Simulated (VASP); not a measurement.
# GaN (Pmc2_1) in VASP: a series of runs, part 2 of 2

VASP 6.6.1.

## (3) Single point, LDA (atoms displaced along a vibrational mode)

File INCAR:

```
SYSTEM = GaN
  PREC = Accurate
  ENCUT = 520
  EDIFF = 1E-7
  ISMEAR = 0
  SIGMA = 0.05
  LREAL = .False.
  LASPH = .True.
  NELM = 100
  ALGO = Normal
  ISIF = 2
  LWAVE = .False.
  LCHARG = .False.
  GGA = CA
  NBANDS = 46
```

File KPOINTS:

```
regular mesh
0
Gamma
  8 6 6
  0 0 0
```

File POSCAR:

```
GaN
1.0
   -3.1515767111      0.0000000000      0.0000000000
    0.0000000000      0.0000000000     -5.1382481593
    0.0000000000     -5.4586909876      0.0000000000
Ga N
4 4
Direct
    0.5000000000      0.0063519625      0.1764505442
    0.0000000000     -0.0013915456      0.6568796944
    0.0000000000      0.4986084544      0.3431203056
    0.5000000000      0.5063519625      0.8235494558
    0.5000000000      0.6136469114      0.1680728635
    0.0000000000      0.6172402781      0.6652414373
    0.0000000000      0.1172402781      0.3347585627
    0.5000000000      0.1136469114      0.8319271365
```

Potentials or basis: VASP PAW LDA potentials, release 64 (Ga_d, N).

Launch:

```console
> cat potpaw_LDA.64/Ga_d/POTCAR potpaw_LDA.64/N/POTCAR > POTCAR
> mpirun -np 1 vasp_std > vasp.out
```

OUTCAR:

```text
SYSTEM = GaN
   PREC = Accurate
   ENCUT = 520
   EDIFF = 1E-7
   ISMEAR = 0
   LREAL = .False.
   LASPH = .True.
   NELM = 100
   ISIF = 2
   GGA = CA

 ion  position               nearest neighbor table
   1  0.500  0.006  0.176-   7 1.89   7 1.89   8 1.96   5 2.02
   2  0.000  0.999  0.657-   7 1.86   8 1.94   8 1.94   6 1.96
   3  0.000  0.499  0.343-   6 1.86   5 1.94   5 1.94   7 1.96
   4  0.500  0.506  0.824-   6 1.89   6 1.89   5 1.96   8 2.02
   5  0.500  0.614  0.168-   3 1.94   3 1.94   4 1.96   1 2.02
   6  0.000  0.617  0.665-   3 1.86   4 1.89   4 1.89   2 1.96
   7  0.000  0.117  0.335-   2 1.86   1 1.89   1 1.89   3 1.96
   8  0.500  0.114  0.832-   2 1.94   2 1.94   1 1.96   4 2.02

  LATTYP: Found a simple orthorhombic cell.
 ALAT       =     3.1515767111
 B/A-ratio  =     1.6303738193
 C/A-ratio  =     1.7320508076

  Lattice vectors:

 A1 = (  -3.1515767111,   0.0000000000,   0.0000000000)
 A2 = (   0.0000000000,   0.0000000000,  -5.1382481593)
 A3 = (   0.0000000000,  -5.4586909876,   0.0000000000)

Analysis of symmetry for initial positions (statically):
=====================================================================
 Subroutine PRICEL returns:
 Original cell was already a primitive cell.

 Routine SETGRP: Setting up the symmetry group for a
 simple orthorhombic supercell.

 Subroutine GETGRP returns: Found  4 space group operations
 (whereof  2 operations were pure point group operations)
 out of a pool of  8 trial point group operations.

The static configuration has the point symmetry C_1h.
 The point group associated with its full space group is C_2v.

Analysis of symmetry for dynamics (positions and initial velocities):
=====================================================================
 Subroutine PRICEL returns:
 Original cell was already a primitive cell.

 Routine SETGRP: Setting up the symmetry group for a
 simple orthorhombic supercell.

 Subroutine GETGRP returns: Found  4 space group operations
 (whereof  2 operations were pure point group operations)
 out of a pool of  8 trial point group operations.

The dynamic configuration has the point symmetry C_1h.
 The point group associated with its full space group is C_2v.

 Subroutine INISYM returns: Found  4 space group operations
 (whereof  2 operations are pure point group operations),
 and found     1 'primitive' translations

----------------------------------------------------------------------------------------

                                     Primitive cell

  volume of cell :      88.3958

  direct lattice vectors                    reciprocal lattice vectors
    -3.151576711  0.000000000  0.000000000    -0.317301494  0.000000000  0.000000000
     0.000000000  0.000000000 -5.138248159     0.000000000  0.000000000 -0.194618860
     0.000000000 -5.458690988  0.000000000     0.000000000 -0.183194103  0.000000000

  length of vectors
     3.151576711  5.138248159  5.458690988     0.317301494  0.194618860  0.183194103

  position of ions in fractional coordinates (direct lattice)
     0.500000000  0.006351962  0.176450544
[... 48 lines left out ...]
  0.125000  0.000000  0.000000      2.000000
  0.250000  0.000000  0.000000      2.000000
  0.375000  0.000000  0.000000      2.000000
  0.500000  0.000000  0.000000      1.000000
  0.000000  0.166667  0.000000      2.000000
[... 16 lines left out ...]
  0.250000  0.000000  0.166667      4.000000
  0.375000  0.000000  0.166667      4.000000
 [... further k-points ...]
   k-points           NKPTS =     80   k-points in BZ     NKDIM =     80   number of bands    NBANDS=     46
   number of dos      NEDOS =    301   number of ions     NIONS =      8
   total plane-waves  NPLWV =  40320
   dimension x,y,z NGX =    24 NGY =   40 NGZ =   42
   dimension x,y,z NGXF=    48 NGYF=   80 NGZF=   84
   ions per type =               4   4
   NGX,Y,Z   is equivalent  to a cutoff of  12.66, 12.94, 12.79 a.u.
   NGXF,Y,Z  is equivalent  to a cutoff of  25.32, 25.88, 25.58 a.u.
 SYSTEM =  GaN
   PREC   = accura    normal or accurate (medium, high low for compatibility)
   ISTART =      0    job   : 0-new  1-cont  2-samecut
   ICHARG =      2    charge: 1-file 2-atom 10-const
   ISPIN  =      1    spin polarized calculation?
   LNONCOLLINEAR =      F non collinear calculations
   LSORBIT =      F    spin-orbit coupling
   LASPH  =      T    aspherical Exc in radial PAW
   ENCUT  =  520.0 eV  38.22 Ry    6.18 a.u.   5.86  9.55 10.15*2*pi/ulx,y,z
   NELM   =    100;   NELMIN=  2; NELMDL= -5     # of ELM steps
   EDIFF  = 0.1E-06   stopping-criterion for ELM
   LREAL  =      F    real-space projection
   EDIFFG = 0.1E-05   stopping-criterion for IOM
   NSW    =      0    number of steps for IOM
   IBRION =     -1    ionic relax: 0-MD 1-quasi-New 2-CG
   NFREE  =      0    steps in history (QN), initial steepest desc. (CG)
   ISIF   =      2    stress and relaxation
   ISYM   =      2    0-nonsym 1-usesym 2-fastsym
   POTIM  = 0.5000    time-step for ionic-motion
   TEBEG  =    0.0;   TEEND  =   0.0 temperature during run
   PSTRESS=    0.0 pullay stress
   NELECT =      72.0000    total number of electrons
   NUPDOWN=      -1.0000    fix difference up-down
   EMIN   =  10.00;   EMAX   =-10.00  energy-range for DOS
   EFERMI =   0.00;   METHOD = LEGACY
   ISMEAR =     0;   SIGMA  =   0.05  broadening in eV -4-tet -1-fermi 0-gaus
   EFERMI_NEDOS =   21; number of points for ismear=-14 and -15
   IALGO  =     38    algorithm
   IMIX   =      4    mixing-type and parameters
     AMIX     =   0.40;   BMIX     =  1.00
     AMIX_MAG =   1.60;   BMIX_MAG =  1.00
  volume/ion in A,a.u.               =      11.05        74.57
  Fermi-wavevector in a.u.,A,eV,Ry     =   1.528886  2.889176 31.803525  2.337493
  Thomas-Fermi vector in A             =   2.636583
   LORBIT       =      0    0 simple, 1 ext, 2 COOP (PROOUT), +10 PAW based schemes
   GGA     = CA    functional components
   LHFCALC =     F    Hartree Fock is set to
   AEXX    =    0.0000 exact exchange contribution
   IVDW    =     0    specifies the selected vdW correction
   LEPSILON=     F    determine dielectric tensor
   LRPA    =     F    only Hartree local field effects (RPA)
 non-spin polarized calculation
 Gauss-broadening in eV      SIGMA  =   0.05
  energy-cutoff  :      520.00
  volume of cell :       88.40
 maximum number of plane-waves:      2408
 NGX is ok and might be reduce to    24
   NGX = 11   NGY = 19   NGZ = 21

 number of electron      71.9999969 magnetization

 Free energy of the ion-electron system (eV)
  ---------------------------------------------------
  ext. energy  EPLUGINS =         0.00000000
  ---------------------------------------------------
  free energy    TOTEN  =       -55.57254893 eV

  energy without entropy =      -55.57254893  energy(sigma->0) =      -55.57254893

 E-fermi :   5.7664     XC(G=0): -12.2968

 val. band max:        5.5041897007   @ k =   0.0000   0.0000   0.0000
 cond. band min:       7.5795603919   @ k =   0.0000   0.0000   0.0000
 fundamental gap:      2.0753706913
 Fermi energy:         5.7664049649

 k-point     1 :       0.0000    0.0000    0.0000
  band No.  band energies     occupation
      1     -10.8429      2.00000
      2     -10.0968      2.00000
      3      -9.4768      2.00000
      4      -9.4497      2.00000
      5      -8.1845      2.00000
      6      -8.1772      2.00000
[... 1165 lines left out ...]
     45      14.9868      0.00000
     46      15.2325      0.00000

 [... further k-points ...]

------------------------ aborting loop because EDIFF is reached ----------------------------------------

  FORCE on cell =-STRESS in cart. coord.  units (eV):
  Direction    XX          YY          ZZ          XY          YZ          ZX
  --------------------------------------------------------------------------------------
  -------------------------------------------------------------------------------------
  Total        2.2610317      2.3289168     -1.1241303      0.0000000      0.0000000      0.0000000
  in kB       40.9813035     42.2117233    -20.3749130      0.0000000      0.0000000      0.0000000
  external PRESSURE =      20.9393713 kB  Pullay stress =       0.0000000 kB

 VOLUME and BASIS-vectors are now :
 -----------------------------------------------------------------------------
  energy-cutoff  :      520.00
  volume of cell :       88.40
      direct lattice vectors                 reciprocal lattice vectors
    -3.151576711  0.000000000  0.000000000    -0.317301494  0.000000000  0.000000000
     0.000000000  0.000000000 -5.138248159     0.000000000  0.000000000 -0.194618860
     0.000000000 -5.458690988  0.000000000     0.000000000 -0.183194103  0.000000000

 POSITION                                       TOTAL-FORCE (eV/Angst)
 -----------------------------------------------------------------------------------
     -1.57579     -0.96319     -0.03264         0.000000      1.446401      1.046474
      0.00000     -3.58570     -5.13110         0.000000     -1.565103      0.201272
      0.00000     -1.87299     -2.56197         0.000000      1.565103      0.201272
     -1.57579     -4.49550     -2.60176         0.000000     -1.446401      1.046474
     -1.57579     -0.91746     -3.15307         0.000000      0.005219     -0.568377
      0.00000     -3.63135     -3.17153         0.000000     -0.163427     -0.679369
      0.00000     -1.82734     -0.60241         0.000000      0.163427     -0.679369
     -1.57579     -4.54123     -0.58395         0.000000     -0.005219     -0.568377
 -----------------------------------------------------------------------------------
    total drift:                               -0.000000     -0.000006     -0.000304

  FREE ENERGIE OF THE ION-ELECTRON SYSTEM (eV)
  ---------------------------------------------------
  free  energy   TOTEN  =       -55.5725489318 eV

  energy  without entropy=      -55.5725489318  energy(sigma->0) =      -55.57254893
```

Run time: 5.4 min. Hardware: 1 thread of Intel Xeon Platinum 8259CL at 2.50GHz (Skylake/Cascade Lake), shared host; peak memory 0.33 GiB.

What came out:

```
Free energy            : -55.5725 eV
Pressure               : 2.1 GPa
Largest force          : 1.785 eV/Å
Band gap on the k mesh : 2.08 eV
```

Forces on the atoms (eV/Å):
```
Ga   0.000  1.446  1.046
Ga   0.000 -1.565  0.201
Ga   0.000  1.565  0.201
Ga   0.000 -1.446  1.046
N    0.000  0.005 -0.568
N    0.000 -0.163 -0.679
N    0.000  0.163 -0.679
N    0.000 -0.005 -0.568
```

Levels at points of the mesh, in eV from the valence-band top:
```csv
k point,band 32,band 33,band 34,band 35,band 36,band 37,band 38,band 39,band 40,band 41
"(0.00, 0.00, 0.00)",-1.14,-0.86,-0.11,-0.08,0.00,2.08,4.21,4.91,5.62,5.97
"(0.50, 0.00, 0.00)",-4.00,-2.45,-2.36,-2.15,-1.70,5.45,6.07,6.59,6.84,7.62
"(0.00, 0.50, 0.00)",-1.92,-0.63,-0.63,-0.57,-0.57,4.22,4.22,4.49,4.49,7.60
"(0.50, 0.50, 0.00)",-3.64,-1.92,-1.92,-1.47,-1.47,5.61,5.61,5.98,5.98,7.92
"(0.00, 0.00, 0.50)",-2.10,-0.75,-0.75,-0.59,-0.51,4.18,4.49,5.82,5.94,7.21
"(0.50, 0.00, 0.50)",-2.85,-2.35,-2.10,-1.35,-1.15,4.61,5.18,5.43,5.75,5.75
"(0.00, 0.50, 0.50)",-2.02,-1.85,-1.85,-1.13,-1.13,5.04,5.04,5.47,5.47,7.47
"(0.50, 0.50, 0.50)",-2.09,-2.08,-2.08,-1.68,-1.68,4.10,4.10,4.62,4.62,7.44
```

Caveat: the cell differs from its parent crystal (atoms displaced along a vibrational mode); forces of over 1 eV/Å act on the atoms, so gaps and moduli don't describe the material at rest.

## (4) Single point, LDA (atoms displaced along a vibrational mode)

File INCAR:

```
PREC = Accurate ; ENCUT = 520
EDIFF = 1E-7 ; ISMEAR = 0
SIGMA = 0.05 ; LREAL = False
LASPH = True ; NELM = 80
ALGO = Normal ; ISIF = 2
LWAVE = False ; LCHARG = True
LELF = True ; LVHAR = True
NBANDS = 46
```

File KPOINTS:

```
Automatic mesh
0
Gamma
  8 6 6
```

File POSCAR:

```
GaN
1.0
   -3.1515767111      0.0000000000      0.0000000000
    0.0000000000      0.0000000000     -5.1382481593
    0.0000000000     -5.4586909876      0.0000000000
Ga N
4 4
Direct
    0.5000000000      0.0048311239      0.1771044532
    0.0000000000     -0.0034286181      0.6562288802
    0.0000000000      0.4965713819      0.3437711198
    0.5000000000      0.5048311239      0.8228955468
    0.5000000000      0.6223822848      0.1681767607
    0.0000000000      0.6262152094      0.6651565727
    0.0000000000      0.1262152094      0.3348434273
    0.5000000000      0.1223822848      0.8318232393
```

Launch:

```console
> cat potpaw_LDA.64/Ga_d/POTCAR potpaw_LDA.64/N/POTCAR > POTCAR
> mpirun -np 1 vasp_std > vasp.out
```

It took 2.9 min on 1 thread of AMD EPYC 9R45 (Zen 5), shared host; peak memory 0.3 GiB.

It converged, with:

```
Free energy            : -55.6232 eV
Pressure               : 1.8 GPa
Largest force          : 1.638 eV/Å
Band gap on the k mesh : 2.08 eV
```

Forces in eV/Å, atoms in the order of the input:
```
Ga   0.000  1.447  0.579
Ga   0.000 -1.552 -0.524
Ga   0.000  1.552 -0.524
Ga   0.000 -1.447  0.579
N    0.000 -0.026 -0.073
N    0.000 -0.134  0.018
N    0.000  0.134  0.018
N    0.000  0.026 -0.073
```

Stress tensor (GPa, compression positive):
```
1.80 0.00 0.00
0.00 1.84 0.00
0.00 0.00 1.65
```

Levels at points of the mesh, in eV from the valence-band top:
| k point | band 32 | band 33 | band 34 | band 35 | band 36 | band 37 | band 38 | band 39 | band 40 | band 41 |
| --- | --- | --- | --- | --- | --- | --- | --- | --- | --- | --- |
| (0.00, 0.00, 0.00) | -1.12 | -0.76 | -0.09 | -0.04 | 0.00 | 2.08 | 4.31 | 4.96 | 5.61 | 5.95 |
| (0.50, 0.00, 0.00) | -3.95 | -2.31 | -2.27 | -2.18 | -1.82 | 5.23 | 5.89 | 6.60 | 6.88 | 7.60 |
| (0.00, 0.50, 0.00) | -2.02 | -0.58 | -0.58 | -0.52 | -0.52 | 4.20 | 4.20 | 4.49 | 4.49 | 7.75 |
| (0.50, 0.50, 0.00) | -3.54 | -2.01 | -2.01 | -1.55 | -1.55 | 5.61 | 5.61 | 6.02 | 6.02 | 7.88 |
| (0.00, 0.00, 0.50) | -2.05 | -0.88 | -0.71 | -0.62 | -0.38 | 4.19 | 4.52 | 5.90 | 6.02 | 7.13 |
| (0.50, 0.00, 0.50) | -2.78 | -2.51 | -2.24 | -1.18 | -0.98 | 4.65 | 5.25 | 5.39 | 5.74 | 5.77 |
| (0.00, 0.50, 0.50) | -2.03 | -1.79 | -1.79 | -1.03 | -1.03 | 5.01 | 5.01 | 5.46 | 5.46 | 7.53 |
| (0.50, 0.50, 0.50) | -2.09 | -2.02 | -2.02 | -1.73 | -1.73 | 4.05 | 4.05 | 4.61 | 4.61 | 7.59 |

Caveat: the cell differs from its parent crystal (atoms displaced along a vibrational mode); forces of over 1 eV/Å act on the atoms, so gaps and moduli don't describe the material at rest.
